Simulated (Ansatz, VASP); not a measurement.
## One calculation of Be2C, two programs

```
Be C
1.0
     0.00000    2.16500    2.16500
     2.16500    0.00000    2.16500
     2.16500    2.16500    0.00000
Be C
2 1
Direct
  0.25000 0.25000 0.25000
  0.75000 0.75000 0.75000
  0.00000 0.00000 0.00000
```

Alike in both runs: task single point; functional PBE; k mesh 14 × 14 × 14; occupations tetrahedron; no spin polarisation.

```csv
,VASP,Ansatz
version,VASP 6.6.1,Ansatz 0.2.0
potentials or method,"VASP PAW PBE potentials, release 64 (Be, C), cutoff 600 eV","all-electron LAPW, scalar-relativistic"
```

Ansatz gave:

- gap on the k mesh at the Fermi level (eV): 1.17
- pressure (GPa): -0.3

Problem. Which values does VASP return?

Solution. gap on the k mesh at the Fermi level (eV): 1.16; pressure (GPa): 0.0.

Ansatz ran all-electron here, and VASP with PAW potentials. Ansatz's warnings: band table not solved further, tetrahedron derivatives may miss energy slope.
